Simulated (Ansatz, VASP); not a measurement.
## GaN in VASP and in Ansatz

The input INCAR:

```
SYSTEM = GaN
ALGO = Normal
EDIFF = 1E-6
ENCUT = 520
GGA = PE
ISIF = 2
ISMEAR = 0
LASPH = .TRUE.
LCHARG = .FALSE.
LREAL = .FALSE.
LWAVE = .FALSE.
NBANDS = 46
NELM = 100
PREC = Accurate
SIGMA = 0.05
```

KPOINTS

```
k-points
0
G
  8 8 3
  0 0 0
```

File POSCAR:

```
GaN
1.0
   -2.2742384928     -2.2742384928      0.0000000000
    2.2742384928     -2.2742384928      0.0000000000
    0.0000000000      0.0000000000      8.7969539710
Ga N
4 4
Direct
    0.5000000000      0.5000000000      0.1938942588
    0.0000000000      0.0000000000      0.4524199371
    0.5000000000      0.5000000000      0.7109456155
    0.0000000000      0.0000000000      0.9694712938
    0.5000000000      0.0000000000      0.3231570979
    0.0000000000      0.5000000000      0.5816827763
    0.5000000000      0.0000000000      0.8402084546
    0.0000000000      0.5000000000      0.0646314196
```

Input for Ansatz:

```yaml
crystal:
  lattice:
    - [-2.2742384928, -2.2742384928, 0.0]
    - [2.2742384928, -2.2742384928, 0.0]
    - [0.0, 0.0, 8.796953971]
  atoms:
    - { symbol: Ga, position: [0.5, 0.5, 0.1938942588] }
    - { symbol: Ga, position: [0.0, 0.0, 0.4524199371] }
    - { symbol: Ga, position: [0.5, 0.5, 0.7109456155] }
    - { symbol: Ga, position: [0.0, 0.0, 0.9694712938] }
    - { symbol: "N", position: [0.5, 0.0, 0.3231570979] }
    - { symbol: "N", position: [0.0, 0.5, 0.5816827763] }
    - { symbol: "N", position: [0.5, 0.0, 0.8402084546] }
    - { symbol: "N", position: [0.0, 0.5, 0.0646314196] }
basis:
  ecutwfc: 420
kpoints:
  mp_grid: { grid: [8, 8, 3] }
hamiltonian:
  xc: pbe
scf:
  occupations: { method: gaussian, width: 0.05 }
output:
  forces: true
  stress: true
  eigenvalues: true
  write_density: true
  write_potential: true
  elf: true
  volumetric_format: npy
```

Alike in both runs: task single point; functional PBE; k mesh 8 × 8 × 3; occupations gaussian, width 0.05 eV; no spin polarisation.

|  | VASP | Ansatz |
| --- | --- | --- |
| version | VASP 6.6.1 | Ansatz 0.2.0 |
| potentials or method | VASP PAW PBE potentials, release 64 (Ga_d, N), cutoff 520 eV | scalar-relativistic, plane waves, PAW |
| valence electrons in the cell | 72 | 72 |

Ansatz gave:

```
gap on the k mesh at the Fermi level (eV)                     : 1.55
least direct gap on the mesh (eV)                             : 1.55
pressure (GPa)                                                : 7.5
traceless stress, the component that is largest in VASP (GPa) : -3.81
rms of the force components (eV/Å)                            : 1.022
```

Q: Estimate VASP's values.

A: gap on the k mesh at the Fermi level (eV): 1.56; least direct gap on the mesh (eV): 1.56; pressure (GPa): 7.5; traceless stress, the component that is largest in VASP (GPa): -3.69; rms of the force components (eV/Å): 1.015.

Atom by atom the forces differ by 0.008 eV/Å (rms over components).
